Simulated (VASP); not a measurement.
# KZn2 (R-3m) in VASP: notebook, part 3 of 3

VASP 6.6.1. Earlier steps stand in the parts before.

## Step 4: Relaxation of cell and atoms, PBE

Contents of INCAR:

```
  PREC = Accurate
  ENCUT = 600
  EDIFF = 1E-7
  ISMEAR = 0
  SIGMA = 0.1
  LREAL = False
  LASPH = True
  NELM = 60
  ALGO = Normal
  ISIF = 3
  LWAVE = False
  LCHARG = False
  GGA = PE
  IBRION = 2
  NSW = 90
  EDIFFG = -0.04
```

Contents of KPOINTS:

```
regular mesh
0
Gamma
  6 6 6
```

Contents of POSCAR:

```
KZn2
1.0
    1.8572483625      1.0722828421      5.6093651629
   -1.8572483625      1.0722828421      5.6093651629
    0.0000000000     -2.1445656841      5.6093651629
K Zn
1 2
Direct
    0.0000000000      0.0000000000      0.0000000000
    0.7500000000      0.7500000000      0.7500000000
    0.2500000000      0.2500000000      0.2500000000
```

Potentials or basis: VASP PAW PBE potentials, release 64 (K_sv, Zn).

Command:

```console
$ cat potpaw_PBE.64/K_sv/POTCAR potpaw_PBE.64/Zn/POTCAR > POTCAR
$ mpirun -np 1 vasp_std > vasp.out
```

OUTCAR:

```text
PREC = Accurate
   ENCUT = 600
   EDIFF = 1E-7
   ISMEAR = 0
   LREAL = False
   LASPH = True
   NELM = 60
   ISIF = 3
   GGA = PE
   IBRION = 2
   NSW = 90
   EDIFFG = -0.04

 ion  position               nearest neighbor table
   1  0.000  0.000  0.000-   2 2.56   2 2.56   3 2.56   3 2.56   2 2.56   3 2.56
   2  0.750  0.750  0.750-   1 2.56   1 2.56   1 2.56
   3  0.250  0.250  0.250-   1 2.56   1 2.56   1 2.56

  LATTYP: Found a trigonal (rhomboedric) cell.
 ALAT       =     6.0053425801
 COS(alpha) =     0.8087090652

  Lattice vectors:

 A1 = (   1.8572483625,   1.0722828421,   5.6093651629)
 A2 = (  -1.8572483625,   1.0722828421,   5.6093651629)
 A3 = (   0.0000000000,  -2.1445656841,   5.6093651629)

Analysis of symmetry for initial positions (statically):
=====================================================================
 Subroutine PRICEL returns:
 Original cell was already a primitive cell.

 Routine SETGRP: Setting up the symmetry group for a
 trigonal (rhombohedral) supercell.

 Subroutine GETGRP returns: Found 12 space group operations
 (whereof 12 operations were pure point group operations)
 out of a pool of 12 trial point group operations.

The static configuration has the point symmetry D_3d.

Analysis of symmetry for dynamics (positions and initial velocities):
=====================================================================
 Subroutine PRICEL returns:
 Original cell was already a primitive cell.

 Routine SETGRP: Setting up the symmetry group for a
 trigonal (rhombohedral) supercell.

 Subroutine GETGRP returns: Found 12 space group operations
 (whereof 12 operations were pure point group operations)
 out of a pool of 12 trial point group operations.

The dynamic configuration has the point symmetry D_3d.

 Subroutine INISYM returns: Found 12 space group operations
 (whereof 12 operations are pure point group operations),
 and found     1 'primitive' translations

[... 129 lines left out ...]
 Gauss-broadening in eV      SIGMA  =   0.10
  energy-cutoff  :      600.00
  volume of cell :       67.03
 maximum number of plane-waves:      2278
   NGX = 23   NGY = 23   NGZ = 23

--------------------------------------- Ionic step        1  -------------------------------------------

 number of electron      33.0000011 magnetization

 Free energy of the ion-electron system (eV)
  ---------------------------------------------------
  ext. energy  EPLUGINS =         0.00000000
  ---------------------------------------------------
  free energy    TOTEN  =         1.40888941 eV

  energy without entropy =        1.41574798  energy(sigma->0) =        1.41231869

------------------------ aborting loop because EDIFF is reached ----------------------------------------

  FORCE on cell =-STRESS in cart. coord.  units (eV):
  Direction    XX          YY          ZZ          XY          YZ          ZX
  --------------------------------------------------------------------------------------
  -------------------------------------------------------------------------------------
  Total       10.1792040     10.1792040      6.7949884      0.0000000      0.0000000      0.0000000
  in kB      243.3212832    243.3212832    162.4257935      0.0000000      0.0000000      0.0000000
  external PRESSURE =     216.3561200 kB  Pullay stress =       0.0000000 kB
[... 92 lines left out ...]
  FREE ENERGIE OF THE ION-ELECTRON SYSTEM (eV)
  ---------------------------------------------------
  free  energy   TOTEN  =        -1.5636247640 eV

  energy  without entropy=       -1.5551940902  energy(sigma->0) =       -1.55940943

 E-fermi :  -0.0466     XC(G=0):  -6.9679

 val. band max:       -0.0617894371   @ k =   0.5000   0.5000   0.0000
 cond. band min:      -0.0409805478   @ k =   0.3333   0.3333   0.0000
 fundamental gap:      0.0208088893
 Fermi energy:        -0.0466128772

 k-point     1 :       0.0000    0.0000    0.0000
  band No.  band energies     occupation
      1     -31.6751      2.00000
      2     -15.1939      2.00000
      3     -15.1632      2.00000
      4     -15.1632      2.00000
      5      -7.4006      2.00000
      6      -7.4006      2.00000
[... 541 lines left out ...]
     19       1.2046      0.00000
     20       2.3072      0.00000

 [... further k-points ...]

[... ionic steps 4 to 25 ...]

--------------------------------------- Ionic step       26  -------------------------------------------

 number of electron      33.0000014 magnetization

------------------------ aborting loop because EDIFF is reached ----------------------------------------
[... 69 lines left out ...]
--------------------------------------- Ionic step       28  -------------------------------------------

 number of electron      33.0000003 magnetization

 Free energy of the ion-electron system (eV)
  ---------------------------------------------------
  ext. energy  EPLUGINS =         0.00000000
  ---------------------------------------------------
  free energy    TOTEN  =        -2.65259269 eV

  energy without entropy =       -2.63957298  energy(sigma->0) =       -2.64608283

 E-fermi :   0.5251     XC(G=0):  -7.8071

 val. band max:        0.5110331344   @ k =   0.5000   0.5000   0.0000
 cond. band min:       0.5384264553   @ k =  -0.1667   0.3333   0.1667
 fundamental gap:      0.0273933210
 Fermi energy:         0.5250776988

 k-point     1 :       0.0000    0.0000    0.0000
  band No.  band energies     occupation
      1     -30.9550      2.00000
      2     -14.4291      2.00000
      3     -14.4176      2.00000
      4     -14.4176      2.00000
      5      -6.9379      2.00000
      6      -6.9379      2.00000
[... 573 lines left out ...]
  FREE ENERGIE OF THE ION-ELECTRON SYSTEM (eV)
  ---------------------------------------------------
  free  energy   TOTEN  =        -2.6525926870 eV

  energy  without entropy=       -2.6395729817  energy(sigma->0) =       -2.64608283

 reached required accuracy - stopping structural energy minimisation
```

Wall time 29 min (1 thread of Intel Xeon Platinum 8488C (Sapphire Rapids), shared host); peak memory 0.38 GiB.

What came out:

* Free energy: -2.6526 eV
* Relaxed volume: 32.78 Å³/atom
* Relaxed cell: a = 6.638 Å, b = 6.638 Å, c = 6.638 Å, α = 37.75°, β = 37.75°, γ = 37.75°
* Space group after relaxing (to 0.1 Å): R-3m (No. 166)
* Energy gained by relaxing: 1353.8 meV/atom
* Ionic steps: 28
* Pressure after relaxing: 0.1 GPa
* Largest force after relaxing: 0.020 eV/Å
* Band gap on the k mesh: zero (an odd number of electrons rules out a gap without spin polarisation)

Forces on the atoms (eV/Å):
```
K    0.000  0.000  0.000
Zn   0.000  0.000 -0.020
Zn   0.000  0.000  0.020
```

Stress tensor (GPa, compression positive):
```
 0.12  0.00  0.00
 0.00  0.12  0.00
 0.00  0.00 -0.07
```

Step by step:
```tsv
step	energy change (eV)	largest force (eV/Å)	pressure (GPa)	volume (Å³)
1	0.0000	3.3063	21.64	67.03
2	-2.7448	1.0966	2.81	100.68
3	-2.9725	0.7939	0.93	112.35
4	-3.0714	0.4099	-0.85	138.28
5	-3.0792	0.4763	-0.62	132.14
6	-3.0787	0.5051	-0.52	129.93
7	-3.1229	0.5329	-0.52	127.38
8	-3.2632	0.6181	-0.50	119.85
9	-3.5305	0.6904	-0.02	105.28
10	-2.9018	0.6961	6.97	78.05
11	-3.4959	0.7236	0.65	100.09
12	-3.4923	0.3972	2.45	88.86
13	-3.5329	0.6034	1.48	93.68
14	-3.5839	0.5002	1.34	93.90
15	-3.6689	0.1778	1.08	94.54
16	-3.7732	0.1675	0.46	97.29
17	-3.9628	0.0860	-0.95	105.24
18	-3.8851	0.0618	-1.56	119.90
19	-3.9937	0.0048	-1.38	110.31
20	-4.0444	0.0551	-0.55	104.11
21	-4.0444	0.0550	-0.55	104.11
22	-4.0546	0.0625	-0.23	101.42
23	-4.0567	0.0715	-0.05	99.93
24	-4.0567	0.0738	-0.01	99.60
25	-4.0580	0.0672	0.02	99.29
26	-4.0603	0.0466	0.13	98.37
27	-4.0606	0.0371	0.17	97.95
28	-4.0615	0.0202	0.06	98.35
```

Final structure:
```xyz
3
Lattice="2.1473 1.2397 6.1572 -2.1473 1.2397 6.1572 0.0000 -2.4795 6.1572" Properties=species:S:1:pos:R:3 pbc="T T T"
K     0.0000    0.0000    0.0000
Zn    0.0000    0.0000   15.0233
Zn    0.0000    0.0000    3.4483
```

Caveat: the volume moved by over 15 % at a fixed basis, so the end points are rough.

## Step 5: Single point, PBE

This run uses another cell than the first one, of 32.36 Å³/atom.

Contents of INCAR:

```
PREC     = Accurate       # precision mode
ENCUT    = 520            # plane-wave cutoff, eV
EDIFF    = 1E-7           # SCF threshold, eV
ISMEAR   = 0              # smearing method
SIGMA    = 0.1            # smearing width, eV
LREAL    = F              # projectors in reciprocal space
LASPH    = T              # aspherical terms in the spheres
NELM     = 60             # most SCF steps
ALGO     = Fast           # electronic algorithm
ISIF     = 2              # what is computed and relaxed
LWAVE    = F              # write WAVECAR
LCHARG   = F              # write CHGCAR
GGA      = PE             # functional
NBANDS   = 24             # bands
```

Contents of KPOINTS:

```
regular mesh
0
Gamma
  12 12 12
```

Contents of POSCAR:

```
KZn2
1.0
    2.1388667612      1.2348753003      6.1264812121
   -2.1388667612      1.2348753003      6.1264812121
    0.0000000000     -2.4697506007      6.1264812121
K Zn
1 2
Direct
    0.0000000000      0.0000000000      0.0000000000
    0.8133133690      0.8133133690      0.8133133690
    0.1866866310      0.1866866310      0.1866866310
```

Potentials or basis: VASP PAW PBE potentials, release 64 (K_sv, Zn).

Command:

```console
$ cat potpaw_PBE.64/K_sv/POTCAR potpaw_PBE.64/Zn/POTCAR > POTCAR
$ mpirun -np 1 vasp_std > vasp.out
```

OUTCAR:

```text
PREC = Accurate
   ENCUT = 520
   EDIFF = 1E-7
   ISMEAR = 0
   LREAL = F
   LASPH = T
   NELM = 60
   ISIF = 2
   GGA = PE

 ion  position               nearest neighbor table
   1  0.000  0.000  0.000-
   2  0.813  0.813  0.813-   3 2.58   3 2.58   3 2.58
   3  0.187  0.187  0.187-   2 2.58   2 2.58   2 2.58

  LATTYP: Found a trigonal (rhomboedric) cell.
 ALAT       =     6.6055612988
 COS(alpha) =     0.7903098626
[... 841 lines left out ...]

------------------------ aborting loop because EDIFF is reached ----------------------------------------

  FORCE on cell =-STRESS in cart. coord.  units (eV):
  Direction    XX          YY          ZZ          XY          YZ          ZX
  --------------------------------------------------------------------------------------
  -------------------------------------------------------------------------------------
  Total        0.0512479      0.0512479      0.0318517      0.0000000     -0.0000000      0.0000000
  in kB        0.8457016      0.8457016      0.5256223      0.0000000     -0.0000000      0.0000000
  external PRESSURE =       0.7390085 kB  Pullay stress =       0.0000000 kB

 VOLUME and BASIS-vectors are now :
 -----------------------------------------------------------------------------
  energy-cutoff  :      520.00
  volume of cell :       97.09
      direct lattice vectors                 reciprocal lattice vectors
     2.138866761  1.234875300  6.126481212     0.233768652  0.134966394  0.054408611
    -2.138866761  1.234875300  6.126481212    -0.233768652  0.134966394  0.054408611
     0.000000000 -2.469750601  6.126481212     0.000000000 -0.269932789  0.054408611

 POSITION                                       TOTAL-FORCE (eV/Angst)
 -----------------------------------------------------------------------------------
      0.00000      0.00000      0.00000         0.000000     -0.000000      0.000000
      0.00000     -0.00000     14.94825        -0.000000      0.000000     -0.005960
      0.00000     -0.00000      3.43120        -0.000000     -0.000000      0.005960
 -----------------------------------------------------------------------------------
    total drift:                               -0.000000      0.000000     -0.000000

  FREE ENERGIE OF THE ION-ELECTRON SYSTEM (eV)
  ---------------------------------------------------
  free  energy   TOTEN  =        -2.6942537515 eV

  energy  without entropy=       -2.6849293878  energy(sigma->0) =       -2.68959157
```

stdout:

```text
POSCAR found type information on POSCAR K Zn
[... 42 lines left out ...]
 num prob  num prob  num prob  num prob  num prob  num prob  num prob  num prob  num prob  num prob RMM:  19    -0.269425375153E+01   -0.61389E-07   -0.62710E-07 11030   0.320E-03
```

Wall time 18 min (1 thread of Intel Xeon Platinum 8488C (Sapphire Rapids), shared host); peak memory 0.63 GiB.

Results:

```
Free energy            : -2.6943 eV
Pressure               : 0.1 GPa
Largest force          : 0.006 eV/Å
Band gap on the k mesh : zero (an odd number of electrons rules out a gap without spin polarisation)
```

Forces in eV/Å, atoms in the order of the input:
```
K    0.000  0.000  0.000
Zn   0.000  0.000 -0.006
Zn   0.000  0.000  0.006
```

## Step 6: Summary

```tsv
task	cell	k mesh	cutoff (eV)	gap on the mesh (eV)	pressure (GPa)	largest force (eV/Å)
single point	a = 6.005 Å, angles 36.0°, 3 atoms, atomic positions A	6 × 6 × 6	520	none	21.7	3.31
single point	a = 6.620 Å, angles 37.9°, 3 atoms, atomic positions B	6 × 6 × 6	520	none	0.0	-
relaxation of cell and atoms	relaxed from a = 6.005 Å, angles 36.0°, 3 atoms, atomic positions A	6 × 6 × 6	600	none	0.1	0.02
single point	a = 6.606 Å, angles 37.8°, 3 atoms, atomic positions C	12 × 12 × 12	520	none	0.1	0.01
```

Alike in all rows: level PBE; potentials or basis VASP PAW PBE potentials, release 64 (K_sv, Zn); no spin polarisation; smearing gaussian 0.1 eV.

Caveats: the stress differs along the axes, from 16 to 24 GPa (at least some runs); forces of over 1 eV/Å act on the atoms, so gaps and moduli don't describe the material at rest (at least some runs); the volume moved by over 15 % at a fixed basis, so the end points are rough (at least some runs).

Total energies depend on the potentials used, so only differences within one code and one set of settings carry meaning.

The gap in the log of VASP goes by the Fermi energy; the results here count the filled bands.